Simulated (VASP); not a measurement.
A run of VASP 6.6.1:

The input INCAR:

```
PREC = Accurate ; ENCUT = 520
EDIFF = 1E-7 ; ISMEAR = 1
SIGMA = 0.1 ; LREAL = Auto
LASPH = T ; NELM = 100
ALGO = Normal ; ISIF = 2
LWAVE = F ; LCHARG = F
LDIPOL = T ; IDIPOL = 3
DIPOL = 0.5 0.5 0.500 ; GGA = PE
NBANDS = 118
```

File KPOINTS:

```
Automatic mesh
0
Gamma
  9 9 1
```

Contents of POSCAR:

```
Ru14W
1.0
    4.0794365732      2.3552638037      0.0000000000
   -4.0794365732      2.3552638037      0.0000000000
    0.0000000000      0.0000000000     20.5936087093
Ru W
14 1
Direct
    0.3333333333      0.3335827944      0.2941298129
    0.6669161277      0.0000000000      0.2941298129
   -0.0002494611      0.6664172056      0.2941298129
    0.3333333333      0.0000000000      0.3951879795
    0.6666666667      0.6666666667      0.3935238177
    1.0000000000      0.3333333333      0.3935238177
    0.3333333333      0.3354318765      0.4989137964
    0.6687652098      0.0000000000      0.4989137964
   -0.0020985432      0.6645681235      0.4989137964
    0.6666666667      0.6666666667      0.6058193555
    1.0000000000      0.3333333333      0.6058193555
    0.3333333333      0.3357293238      0.7065928163
    0.6690626572      0.0000000000      0.7065928163
   -0.0023959905      0.6642706762      0.7065928163
    0.3333333333      0.0000000000      0.6072163973
```

Potentials or basis: VASP PAW PBE potentials, release 64 (Ru_pv, W_sv).

Run with:

```console
$ cat potpaw_PBE.64/Ru_pv/POTCAR potpaw_PBE.64/W_sv/POTCAR > POTCAR
$ mpirun -np 1 vasp_std > vasp.out
```

Hardware: 1 thread of Intel(R) Xeon(R) Platinum 8488C (Sapphire Rapids) (shared host).

**Question.** Estimate the wall time of this run.

**Answer.** Wall time 32 min on 1 thread of Intel(R) Xeon(R) Platinum 8488C (Sapphire Rapids), with other jobs on the host, peak memory 0.66 GiB. Counts: scf iterations 38, k points 12.
